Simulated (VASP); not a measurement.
# CoO (R-3m) in VASP: notebook, part 3 of 3

VASP 6.6.1. The steps go on from the part before.

## (4) Single point, PBEsol, collinear spin, ferromagnetic start

Input file INCAR:

```
SYSTEM = CoO
  PREC = Accurate
  ENCUT = 520
  EDIFF = 1E-6
  ISMEAR = 0
  SIGMA = 0.1
  LREAL = .False.
  LASPH = .True.
  NELM = 150
  ALGO = Normal
  ISIF = 2
  LWAVE = .False.
  LCHARG = .True.
  ISPIN = 2
  MAGMOM = 2.75 0.38
  LORBIT = 11
  LMAXMIX = 4
  GGA = PS
  LELF = .True.
  LVHAR = .True.
  NBANDS = 18
```

Input file KPOINTS:

```
regular mesh
0
Gamma
  18 18 18
  0 0 0
```

Input file POSCAR:

```
CoO
1.0
    1.5054695445      0.8691832468      2.4399269062
   -1.5054695445      0.8691832468      2.4399269062
    0.0000000000     -1.7383664936      2.4399269062
Co O
1 1
Direct
    0.0000000000      0.0000000000      0.0000000000
    0.5000000000      0.5000000000      0.5000000000
```

Potentials or basis: VASP PAW PBE potentials, release 64 (Co, O).

Command:

```bash
cat potpaw_PBE.64/Co/POTCAR potpaw_PBE.64/O/POTCAR > POTCAR
mpirun -np 1 vasp_std > vasp.out
```

OUTCAR:

```text
SYSTEM = CoO
   PREC = Accurate
   ENCUT = 520
   EDIFF = 1E-6
   ISMEAR = 0
   LREAL = .False.
   LASPH = .True.
   NELM = 150
   ISIF = 2
   ISPIN = 2
   LORBIT = 11
   GGA = PS

 ion  position               nearest neighbor table
   1  0.000  0.000  0.000-   2 2.12   2 2.12   2 2.12   2 2.12   2 2.12   2 2.12
   2  0.500  0.500  0.500-   1 2.12   1 2.12   1 2.12   1 2.12   1 2.12   1 2.12

  LATTYP: Found a trigonal (rhomboedric) cell.
 ALAT       =     2.9958573687
 COS(alpha) =     0.4949531368

  Lattice vectors:

 A1 = (   1.5054695445,   0.8691832468,   2.4399269062)
 A2 = (  -1.5054695445,   0.8691832468,   2.4399269062)
 A3 = (   0.0000000000,  -1.7383664936,   2.4399269062)

Analysis of symmetry for initial positions (statically):
=====================================================================
 Subroutine PRICEL returns:
 Original cell was already a primitive cell.

 Routine SETGRP: Setting up the symmetry group for a
 trigonal (rhombohedral) supercell.

 Subroutine GETGRP returns: Found 12 space group operations
 (whereof 12 operations were pure point group operations)
 out of a pool of 12 trial point group operations.

The static configuration has the point symmetry D_3d.

Analysis of symmetry for dynamics (positions and initial velocities):
=====================================================================
 Subroutine PRICEL returns:
 Original cell was already a primitive cell.

 Routine SETGRP: Setting up the symmetry group for a
 trigonal (rhombohedral) supercell.

 Subroutine GETGRP returns: Found 12 space group operations
 (whereof 12 operations were pure point group operations)
 out of a pool of 12 trial point group operations.

The dynamic configuration has the point symmetry D_3d.

Analysis of structural, dynamic, and magnetic symmetry:
=====================================================================
 Subroutine PRICEL returns:
 Original cell was already a primitive cell.

 Routine SETGRP: Setting up the symmetry group for a
 trigonal (rhombohedral) supercell.

 Subroutine GETGRP returns: Found 12 space group operations
 (whereof 12 operations were pure point group operations)
 out of a pool of 12 trial point group operations.

The overall configuration has the point symmetry D_3d.

 Subroutine INISYM returns: Found 12 space group operations
 (whereof 12 operations are pure point group operations),
 and found     1 'primitive' translations

----------------------------------------------------------------------------------------

                                     Primitive cell

  volume of cell :      19.1563

  direct lattice vectors                    reciprocal lattice vectors
     1.505469544  0.869183247  2.439926906     0.332122295  0.191750896  0.136616114
    -1.505469544  0.869183247  2.439926906    -0.332122295  0.191750896  0.136616114
     0.000000000 -1.738366494  2.439926906     0.000000000 -0.383501793  0.136616114

  length of vectors
     2.995857369  2.995857369  2.995857369     0.407108816  0.407108816  0.407108816

  position of ions in fractional coordinates (direct lattice)
     0.000000000  0.000000000  0.000000000
     0.500000000  0.500000000  0.500000000

  ion indices of the primitive-cell ions
   primitive index   ion index
                 1           1
[... 66 lines left out ...]
   ICHARG =      2    charge: 1-file 2-atom 10-const
   ISPIN  =      2    spin polarized calculation?
   LNONCOLLINEAR =      F non collinear calculations
   LSORBIT =      F    spin-orbit coupling
   LASPH  =      T    aspherical Exc in radial PAW
   ENCUT  =  520.0 eV  38.22 Ry    6.18 a.u.   5.57  5.57  5.57*2*pi/ulx,y,z
   NELM   =    150;   NELMIN=  2; NELMDL= -5     # of ELM steps
   EDIFF  = 0.1E-05   stopping-criterion for ELM
   LREAL  =      F    real-space projection
   EDIFFG = 0.1E-04   stopping-criterion for IOM
   NSW    =      0    number of steps for IOM
   IBRION =     -1    ionic relax: 0-MD 1-quasi-New 2-CG
   NFREE  =      0    steps in history (QN), initial steepest desc. (CG)
   ISIF   =      2    stress and relaxation
   ISYM   =      2    0-nonsym 1-usesym 2-fastsym
   POTIM  = 0.5000    time-step for ionic-motion
   TEBEG  =    0.0;   TEEND  =   0.0 temperature during run
   PSTRESS=    0.0 pullay stress
   NELECT =      15.0000    total number of electrons
   NUPDOWN=      -1.0000    fix difference up-down
   EMIN   =  10.00;   EMAX   =-10.00  energy-range for DOS
   EFERMI =   0.00;   METHOD = LEGACY
   ISMEAR =     0;   SIGMA  =   0.10  broadening in eV -4-tet -1-fermi 0-gaus
   EFERMI_NEDOS =   21; number of points for ismear=-14 and -15
   IALGO  =     38    algorithm
   IMIX   =      4    mixing-type and parameters
     AMIX     =   0.40;   BMIX     =  1.00
     AMIX_MAG =   1.60;   BMIX_MAG =  1.00
  volume/ion in A,a.u.               =       9.58        64.64
  Fermi-wavevector in a.u.,A,eV,Ry     =   1.508927  2.851458 30.978555  2.276860
  Thomas-Fermi vector in A             =   2.619316
   LORBIT       =     11    0 simple, 1 ext, 2 COOP (PROOUT), +10 PAW based schemes
   GGA     = PS    functional components
   LHFCALC =     F    Hartree Fock is set to
   AEXX    =    0.0000 exact exchange contribution
   IVDW    =     0    specifies the selected vdW correction
   LEPSILON=     F    determine dielectric tensor
   LRPA    =     F    only Hartree local field effects (RPA)
 spin polarized calculation
 Gauss-broadening in eV      SIGMA  =   0.10
  energy-cutoff  :      520.00
  volume of cell :       19.16
 maximum number of plane-waves:       534
   NGX = 11   NGY = 11   NGZ = 11

 number of electron      15.0000005 magnetization       2.9329324

 Free energy of the ion-electron system (eV)
  ---------------------------------------------------
  ext. energy  EPLUGINS =         0.00000000
  ---------------------------------------------------
  free energy    TOTEN  =       -13.96488587 eV

  energy without entropy =      -13.94490137  energy(sigma->0) =      -13.95489362

 E-fermi :   7.9444     XC(G=0): -12.7112

 val. band max:        7.9441613921   @ k =   0.5000   0.5000   0.2778
 cond. band min:       7.9453595475   @ k =   0.3889   0.3889   0.1667
 fundamental gap:      0.0011981554
 Fermi energy:         7.9444198202

 spin component 1

 k-point     1 :       0.0000    0.0000    0.0000
  band No.  band energies     occupation
      1     -12.3597      1.00000
      2       4.6459      1.00000
      3       4.6459      1.00000
      4       4.6715      1.00000
      5       4.6715      1.00000
      6       4.7203      1.00000
[... 493 lines left out ...]
     17      34.8129      0.00000
     18      36.7633      0.00000

 [... further k-points ...]

 spin component 2

 k-point     1 :       0.0000    0.0000    0.0000
  band No.  band energies     occupation
      1     -11.8174      1.00000
      2       5.2855      1.00000
      3       5.2855      1.00000
      4       5.3397      1.00000
      5       6.8104      1.00000
      6       6.8104      1.00000
[... 493 lines left out ...]
     17      35.3051      0.00000
     18      37.5292      0.00000

 [... further k-points ...]

------------------------ aborting loop because EDIFF is reached ----------------------------------------

  FORCE on cell =-STRESS in cart. coord.  units (eV):
  Direction    XX          YY          ZZ          XY          YZ          ZX
  --------------------------------------------------------------------------------------
  -------------------------------------------------------------------------------------
  Total       -1.1313742     -1.1313742     -1.1770031      0.0000000      0.0000000     -0.0000000
  in kB      -94.6249085    -94.6249085    -98.4411820      0.0000000      0.0000000     -0.0000000
  external PRESSURE =     -95.8969996 kB  Pullay stress =       0.0000000 kB

 VOLUME and BASIS-vectors are now :
 -----------------------------------------------------------------------------
  energy-cutoff  :      520.00
  volume of cell :       19.16
      direct lattice vectors                 reciprocal lattice vectors
     1.505469544  0.869183247  2.439926906     0.332122295  0.191750896  0.136616114
    -1.505469544  0.869183247  2.439926906    -0.332122295  0.191750896  0.136616114
     0.000000000 -1.738366494  2.439926906     0.000000000 -0.383501793  0.136616114

 POSITION                                       TOTAL-FORCE (eV/Angst)
 -----------------------------------------------------------------------------------
      0.00000      0.00000      0.00000         0.000000     -0.000000     -0.000000
      0.00000      0.00000      3.65989         0.000000      0.000000      0.000000
 -----------------------------------------------------------------------------------
    total drift:                               -0.000000      0.000000     -0.000000

  FREE ENERGIE OF THE ION-ELECTRON SYSTEM (eV)
  ---------------------------------------------------
  free  energy   TOTEN  =       -13.9648858672 eV

  energy  without entropy=      -13.9449013749  energy(sigma->0) =      -13.95489362

 total charge

# of ion       s       p       d       tot
------------------------------------------
    1        0.300   0.367   7.149   7.816
    2        1.551   3.404   0.000   4.954
--------------------------------------------------
tot          1.850   3.771   7.149  12.770

 magnetization (x)

# of ion       s       p       d       tot
------------------------------------------
    1        0.020   0.018   2.525   2.562
    2        0.030   0.288   0.000   0.318
--------------------------------------------------
tot          0.049   0.306   2.525   2.880
```

stdout:

```text
POSCAR found type information on POSCAR CoO
 POSCAR found :  2 types and       2 ions
 scaLAPACK will be used
 -----------------------------------------------------------------------------
|                                                                             |
|                                                                             |
|     You enforced a specific xc type in the INCAR file but a different       |
|     I HOPE YOU KNOW WHAT YOU ARE DOING!                                     |
|                                                                             |
 -----------------------------------------------------------------------------

 LDA part: xc-table for (Slater+PW92), standard interpolation
 POSCAR, INCAR and KPOINTS ok, starting setup
 FFT: planning ... GRIDC
 FFT: planning ... GRID_SOFT
 FFT: planning ... GRID
 WAVECAR not read
 entering main loop
```

It took 2.6 min on 1 thread of Intel Xeon 6975P-C (Granite Rapids), shared host; peak memory 0.4 GiB.

Results:

| Quantity | Value |
| --- | --- |
| Free energy | -13.9649 eV |
| Pressure | -9.6 GPa |
| Net moment | 2.93 μB per cell |
| Site moments | Co +2.56; O +0.32 μB |
| Valence electrons inside the program's atomic spheres | Co 7.82; O 4.95 |

Caveat: the PAW data sets were made with another functional, which shifts forces and pressure a little; a cell with one magnetic atom can't hold antiferromagnetic order, which such compounds often take; semilocal functionals often make such compounds metallic where correlation or magnetic order opens a gap, which also shifts bond lengths. With open d or f shells a metallic result of PBEsol can be an artefact of self-interaction; +U or a hybrid may open a gap.

## (5) The runs side by side

| potentials or basis | k mesh | cutoff (eV) | smearing | second run | gap on the mesh (eV) | pressure (GPa) | moment (μB) |
| --- | --- | --- | --- | --- | --- | --- | --- |
| VASP PAW PBE potentials, release 64 (Co_sv, O) | 1 × 1 × 1 | 600 | gaussian 0.1 eV | valence_matched | 0.17 | 12.2 | 3.00 |
| VASP PAW PBE potentials, release 64 (Co_sv, O) | 9 × 9 × 9 | 600 | gaussian 0.01 eV | valence_matched | none | -11.4 | 2.98 |
| VASP PAW PBE potentials, release 64 (Co, O) | 18 × 18 × 18 | 520 | gaussian 0.1 eV | - | none | -9.6 | 2.93 |

Alike in all rows: task single point; level PBEsol; spin collinear, ferromagnetic start; cell as given.

Caveats: some runs use coarse meshes; the PAW data sets were made with another functional, which shifts forces and pressure a little; a cell with one magnetic atom can't hold antiferromagnetic order, which such compounds often take; semilocal functionals often make such compounds metallic where correlation or magnetic order opens a gap, which also shifts bond lengths (some runs).

Total energies depend on the potentials used, so only differences within one code and one set of settings carry meaning.
